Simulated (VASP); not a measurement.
# Pd (Fm-3m) in VASP: further runs, part 2 of 2

VASP 6.6.1. The steps go on from the part before.

## Step 3: Relaxation of cell and atoms, PBEsol

This run uses another cell than the first one, of 14.56 Å³/atom, 0.997 times its volume.

File INCAR:

```
PREC     = Accurate       # precision mode
ENCUT    = 600            # plane-wave cutoff, eV
EDIFF    = 1E-6           # SCF threshold, eV
ISMEAR   = -1             # smearing method
SIGMA    = 0.15           # smearing width, eV
LREAL    = False          # projectors in reciprocal space
LASPH    = True           # aspherical terms in the spheres
NELM     = 60             # most SCF steps
ALGO     = Fast           # electronic algorithm
ISIF     = 3              # what is computed and relaxed
LWAVE    = False          # write WAVECAR
LCHARG   = False          # write CHGCAR
GGA      = PS             # functional
IBRION   = 2              # ionic algorithm
NSW      = 80             # ionic steps
EDIFFG   = -0.001         # ionic threshold
```

File KPOINTS:

```
regular mesh
0
Gamma
  16 16 16
```

File POSCAR:

```
Pd
1.0
    0.0000000000      1.9380022094      1.9380022094
    1.9380022094      0.0000000000      1.9380022094
    1.9380022094      1.9380022094      0.0000000000
Pd
1
Direct
    0.0000000000      0.0000000000      0.0000000000
```

Potentials or basis: VASP PAW PBE potentials, release 64 (Pd).

Launch:

```
$ cat potpaw_PBE.64/Pd/POTCAR > POTCAR
$ mpirun -np 1 vasp_std > vasp.out
```

OUTCAR:

```text
PREC = Accurate
   ENCUT = 600
   EDIFF = 1E-6
   ISMEAR = -1
   LREAL = False
   LASPH = True
   NELM = 60
   ISIF = 3
   GGA = PS
   IBRION = 2
   NSW = 80
   EDIFFG = -0.001

 ion  position               nearest neighbor table
   1  0.000  0.000  0.000-

  LATTYP: Found a face centered cubic cell.
 ALAT       =     3.8760044188

  Lattice vectors:

 A1 = (   0.0000000000,   1.9380022094,   1.9380022094)
 A2 = (   1.9380022094,   0.0000000000,   1.9380022094)
 A3 = (   1.9380022094,   1.9380022094,   0.0000000000)

Analysis of symmetry for initial positions (statically):
=====================================================================
 Subroutine PRICEL returns:
 Original cell was already a primitive cell.

 Routine SETGRP: Setting up the symmetry group for a
 face centered cubic supercell.

 Subroutine GETGRP returns: Found 48 space group operations
 (whereof 48 operations were pure point group operations)
 out of a pool of 48 trial point group operations.

The static configuration has the point symmetry O_h .

Analysis of symmetry for dynamics (positions and initial velocities):
=====================================================================
[... 168 lines left out ...]
  external PRESSURE =       3.3250993 kB  Pullay stress =       0.0000000 kB
[... 57 lines left out ...]
--------------------------------------- Ionic step        3  -------------------------------------------

 number of electron      10.0000000 magnetization

 Free energy of the ion-electron system (eV)
  ---------------------------------------------------
  ext. energy  EPLUGINS =         0.00000000
  ---------------------------------------------------
  free energy    TOTEN  =        -6.03044216 eV

  energy without entropy =       -5.90909233  energy(sigma->0) =       -5.96976725

 E-fermi :   9.8817     XC(G=0): -13.4512

 val. band max:        9.8759705777   @ k =  -0.4375   0.3750   0.0000
 cond. band min:       9.8918059289   @ k =   0.5000   0.2500   0.0000
 fundamental gap:      0.0158353512
 Fermi energy:         9.8817262984

 k-point     1 :       0.0000    0.0000    0.0000
  band No.  band energies     occupation
      1       2.4854      2.00000
      2       6.9118      2.00000
      3       6.9118      2.00000
      4       6.9118      2.00000
      5       8.5696      1.99968
      6       8.5696      1.99968
      7      26.9494      0.00000
      8      31.7791      0.00000
      9      31.7791      0.00000
[... 265 lines left out ...]
 k-point    24 :      -0.0625    0.0625    0.0000
  band No.  band energies     occupation
      1       2.8623      2.00000
      2       6.7599      2.00000
      3       7.0318      2.00000
      4       7.0701      2.00000
      5       8.4307      1.99987
      6       8.5940      1.99963
      7      27.3339      0.00000
      8      29.9542      0.00000
      9      31.5773      0.00000

 [... further k-points ...]

------------------------ aborting loop because EDIFF is reached ----------------------------------------

  FORCE on cell =-STRESS in cart. coord.  units (eV):
  Direction    XX          YY          ZZ          XY          YZ          ZX
  --------------------------------------------------------------------------------------
  -------------------------------------------------------------------------------------
  Total       -0.0007120     -0.0007120     -0.0007120      0.0000000      0.0000000      0.0000000
  in kB       -0.0782276     -0.0782276     -0.0782276      0.0000000      0.0000000      0.0000000
  external PRESSURE =      -0.0782276 kB  Pullay stress =       0.0000000 kB
[... 16 lines left out ...]
  FREE ENERGIE OF THE ION-ELECTRON SYSTEM (eV)
  ---------------------------------------------------
  free  energy   TOTEN  =        -6.0304421628 eV

  energy  without entropy=       -5.9090923308  energy(sigma->0) =       -5.96976725

 reached required accuracy - stopping structural energy minimisation
```

CONTCAR:

```text
Pd
   1.00000000000000
    -0.0000000000000000    1.9391145481987975    1.9391145481987975
     1.9391145481987972   -0.0000000000000000    1.9391145481987975
     1.9391145481987972    1.9391145481987975    0.0000000000000000
  Pd
     1
Direct
     0.0000000000000000    0.0000000000000000    0.0000000000000000

  0.00000000E+00  0.00000000E+00  0.00000000E+00
```

It took 14 s on 1 thread of Intel Xeon 6975P-C (Granite Rapids), shared host; peak memory 0.16 GiB.

Results:

```
Free energy                            : -6.0304 eV
Relaxed volume                         : 14.58 Å³/atom
Relaxed cell                           : a = 2.742 Å, b = 2.742 Å, c = 2.742 Å, α = 60.00°, β = 60.00°, γ = 60.00°
Space group after relaxing (to 0.05 Å) : Fm-3m (No. 225)
Energy gained by relaxing              : 0.0 meV/atom
Ionic steps                            : 3
Pressure after relaxing                : 0.0 GPa
Band gap on the k mesh                 : zero (band 5 reaches 10.12 eV, above the bottom of band 6 at 8.50 eV)
```

Final structure:
```
Pd
1.0
     0.00000    1.93911    1.93911
     1.93911    0.00000    1.93911
     1.93911    1.93911    0.00000
Pd
1
Direct
  0.00000 0.00000 0.00000
```

Caveat: the PAW data sets were made with another functional, which shifts forces and pressure a little.

## Step 4: Relaxation of cell and atoms, PBEsol

This run uses another cell than the first one, of 15.03 Å³/atom, 1.029 times its volume.

File INCAR:

```
SYSTEM = Pd
PREC     = Accurate       ! precision mode
ENCUT    = 600            ! plane-wave cutoff, eV
EDIFF    = 1E-6           ! SCF threshold, eV
ISMEAR   = 0              ! smearing method
SIGMA    = 0.1            ! smearing width, eV
LREAL    = .FALSE.        ! projectors in reciprocal space
LASPH    = .TRUE.         ! aspherical terms in the spheres
NELM     = 80             ! most SCF steps
ALGO     = Normal         ! electronic algorithm
ISIF     = 3              ! what is computed and relaxed
LWAVE    = .FALSE.        ! write WAVECAR
LCHARG   = .FALSE.        ! write CHGCAR
GGA      = PS             ! functional
IBRION   = 2              ! ionic algorithm
NSW      = 100            ! ionic steps
EDIFFG   = -0.002         ! ionic threshold
```

File KPOINTS:

```
regular mesh
0
G
  16 16 16
  0 0 0
```

File POSCAR:

```
Pd
1.0
    0.0000000000      1.9586507900      1.9586507900
    1.9586507900      0.0000000000      1.9586507900
    1.9586507900      1.9586507900      0.0000000000
Pd
1
Direct
    0.0000000000      0.0000000000      0.0000000000
```

Launch:

```
$ cat potpaw_PBE.64/Pd/POTCAR > POTCAR
$ mpirun -np 1 vasp_std > vasp.out
```

Wall time 20 s (1 thread of Intel Xeon 6975P-C (Granite Rapids), shared host); peak memory 0.16 GiB.

The run converged. Its results:

```
Free energy                            : -5.9660 eV
Relaxed volume                         : 14.54 Å³/atom
Relaxed cell                           : a = 2.739 Å, b = 2.739 Å, c = 2.739 Å, α = 60.00°, β = 60.00°, γ = 60.00°
Space group after relaxing (to 0.05 Å) : Fm-3m (No. 225)
Energy gained by relaxing              : 9.9 meV/atom
Ionic steps                            : 6
Pressure after relaxing                : 0.0 GPa
Band gap on the k mesh                 : zero (band 5 reaches 10.19 eV, above the bottom of band 6 at 8.56 eV)
```

Step by step:
```csv
step,energy change (eV),largest force (eV/Å),pressure (GPa),volume (Å³)
1,0.0000,0.0000,-6.24,15.03
2,0.0174,0.0000,12.48,13.79
3,-0.0099,0.0000,-0.09,14.54
4,-0.0099,0.0000,0.06,14.53
5,-0.0099,0.0000,-0.11,14.54
6,-0.0099,0.0000,0.01,14.54
```

Final structure:
```
CELL_PARAMETERS angstrom
0.00000 1.93706 1.93706
1.93706 0.00000 1.93706
1.93706 1.93706 0.00000
ATOMIC_POSITIONS crystal
Pd 0.00000 0.00000 0.00000
```

Levels at points of the mesh, in eV from the Fermi level:
| k point | band 3 | band 4 | band 5 | band 6 | band 7 | band 8 |
| --- | --- | --- | --- | --- | --- | --- |
| (0.00, 0.00, 0.00) | -2.94 | -2.94 | -1.27 | -1.27 | 17.10 | 21.96 |
| (0.50, 0.00, 0.00) | -2.99 | -0.03 | -0.03 | 0.86 | 7.36 | 16.46 |
| (0.50, 0.50, 0.00) | -0.06 | 0.29 | 0.29 | 3.22 | 10.84 | 13.16 |

Caveat: the PAW data sets were made with another functional, which shifts forces and pressure a little.

## Step 5: The runs side by side

```tsv
task	cell	cutoff (eV)	smearing	gap on the mesh (eV)	pressure (GPa)	relaxed volume (Å³/atom)
single point	a = 2.744 Å, angles 60.0°, 1 atom	520	fermi-dirac 0.15 eV	none	-0.3	-
relaxation of cell and atoms	relaxed from a = 2.741 Å, angles 60.0°, 1 atom	600	fermi-dirac 0.15 eV	none	0.0	14.58
relaxation of cell and atoms	relaxed from a = 2.770 Å, angles 60.0°, 1 atom	600	gaussian 0.1 eV	none	0.0	14.54
```

Alike in all rows: level PBEsol; potentials or basis VASP PAW PBE potentials, release 64 (Pd); no spin polarisation; k mesh 16 × 16 × 16.

Caveats: the PAW data sets were made with another functional, which shifts forces and pressure a little.

Absolute energies hang on the potentials; compare differences alone.
